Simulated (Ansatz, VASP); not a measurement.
# Two plane-wave programs on Mg

```xyz
4
Lattice="3.1768 0.0000 0.0000 -1.5884 2.7512 0.0000 0.0000 0.0000 10.3189" Properties=species:S:1:pos:R:3 pbc="T T T"
Mg    0.0000    0.0000    0.0000
Mg    0.0000    1.8341    2.5797
Mg    0.0000    0.0000    5.1594
Mg    1.5884    0.9171    7.7391
```

Alike in both runs: task relaxation of cell and atoms; functional PBE; dispersion D3(BJ); k mesh 15 × 15 × 4; occupations gaussian, width 0.1 eV; no spin polarisation.

```csv
,VASP,Ansatz
version,VASP 6.6.1,Ansatz 0.2.0
potentials or method,"VASP PAW PBE potentials, release 64 (Mg), cutoff 600 eV","scalar-relativistic, plane waves, PAW"
valence electrons in the cell,8,40
```

|  | VASP | Ansatz | Ansatz less VASP |
| --- | --- | --- | --- |
| gap on the k mesh at the Fermi level, each at its own relaxed structure (eV) | none | none | - |
| relaxed volume (Å³/atom) | 21.70 | 21.77 | +0.073 |
| relaxed cell length with the largest relative difference (Å) | 10.120 | 10.134 | +0.0134 |

A gap of «none» marks a metal or a gap that the smearing closes. VASP's potentials hold 8 valence electrons a cell and Ansatz's 40, so a difference there can come from the potentials and not from the codes.
